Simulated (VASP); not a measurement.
The system is Zn.

```
CELL_PARAMETERS angstrom
2.72237 0.00000 0.00000
-1.36118 2.35764 0.00000
0.00000 0.00000 5.06340
ATOMIC_POSITIONS crystal
Zn 0.66667 0.33333 0.75000
Zn 0.33333 0.66667 0.25000
```

Base run:

- Program: VASP 6.6.1
- Functional: r2SCAN
- Potentials or basis: VASP PAW PBE potentials, release 64 (Zn)
- Cutoff: 520 eV
- k mesh: 11 × 11 × 6
- Occupations: fermi-dirac, width 0.05 eV
- Spin: no spin polarisation

Its results: band gap on the k mesh zero (band 12 reaches 4.22 eV, above the bottom of band 13 at -0.68 eV); pressure -7.7 GPa.

Question: The run is repeated on the same cell with these changes: functional from r2SCAN to PBE. What comes out?

Answer: Band gap on the k mesh zero (band 12 reaches 4.34 eV, above the bottom of band 13 at -0.45 eV); pressure -3.9 GPa.

Caveats: the PAW data sets were made with another functional, which shifts forces and pressure a little (some runs).
